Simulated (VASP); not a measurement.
The system is Zn.

```
Zn
1.0
    -1.56904    1.56904    1.56904
     1.56904   -1.56904    1.56904
     1.56904    1.56904   -1.56904
Zn
1
Direct
  0.00000 0.00000 0.00000
```

Base run:

- Program: VASP 6.6.1
- Functional: PBEsol
- Dispersion: D3(BJ)
- Potentials or basis: VASP PAW PBE potentials, release 64 (Zn)
- Cutoff: 520 eV
- k mesh: 11 × 11 × 11
- Occupations: fermi-dirac, width 0.025 eV
- Spin: no spin polarisation

Its results: band gap on the k mesh zero (band 6 reaches 5.95 eV, above the bottom of band 7 at 2.03 eV); pressure -9.4 GPa.

**Question.** The run is repeated on the same cell with these changes: occupations from fermi-dirac, width 0.025 eV to fermi-dirac, width 0.25 eV. What comes out?

**Answer.** Band gap on the k mesh zero (band 6 reaches 5.95 eV, above the bottom of band 7 at 2.03 eV); pressure -8.6 GPa.

Caveats: three body term missing; the PAW data sets were made with another functional, which shifts forces and pressure a little; pairwise dispersion overbinds metals, which lowers pressure and volume.
